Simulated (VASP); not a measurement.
Write the native input for VASP 6.6.1 that does the following.

- Task: single point
- Functional: PBEsol
- Potentials or basis: VASP PAW PBE potentials, release 64 (Ti_sv, Si)
- Cutoff: 520 eV
- k mesh: 8 × 8 × 8
- Occupations: gaussian, width 0.1 eV
- Spin: no spin polarisation
- Dipole correction: no
- Further INCAR settings: ALGO = Fast; EDIFF = 1e-07; NBANDS = 41

The structure of Ti5Si lies in POSCAR:

```
Ti5Si
1.0
    2.5881446878      1.4632273258      4.4483080099
   -2.5230840997      1.4504458811      4.4155398125
    0.0214612383     -2.8797452988      4.4207959760
Ti Si
5 1
Direct
    0.1536244382      0.1798274727      0.1474436636
    0.6026145207      0.3887407449      0.0293315758
   -0.0331386840      0.6294481188      0.4008227114
    0.8265757420      0.8522278747      0.8467902262
    0.4015611026     -0.0222253565      0.6210530498
    0.5150708304      0.4990478380      0.4830431954
```

This cell differs from its parent crystal: atoms moved at random and the cell strained at random.

One way to write it, as run:

INCAR

```
SYSTEM = Ti5Si
ALGO = Fast ; EDIFF = 1E-7
ENCUT = 520 ; GGA = PS
ISIF = 2 ; ISMEAR = 0
LASPH = .True. ; LCHARG = .False.
LREAL = .False. ; LWAVE = .False.
NBANDS = 41 ; NELM = 80
PREC = Accurate ; SIGMA = 0.1
```

KPOINTS

```
k-points
0
Gamma
  8 8 8
  0 0 0
```

Potentials or basis: VASP PAW PBE potentials, release 64 (Ti_sv, Si).

Command:

```bash
$ cat potpaw_PBE.64/Ti_sv/POTCAR potpaw_PBE.64/Si/POTCAR > POTCAR
$ mpirun -np 1 vasp_std > vasp.out
```

Results of the run:

```yaml
Pressure: -2.9 GPa
Largest_force: 1.673 eV/Å
Band_gap_on_the_k_mesh: zero (bands 32 and 33 overlap by 0.42 eV)
```

Caveat: the cell differs from its parent crystal (atoms moved at random and the cell strained at random); the PAW data sets were made with another functional, which shifts forces and pressure a little.

Wall time 57 min on 1 thread of Intel(R) Xeon(R) 6975P-C (Granite Rapids), with other jobs on the host, peak memory 0.83 GiB.
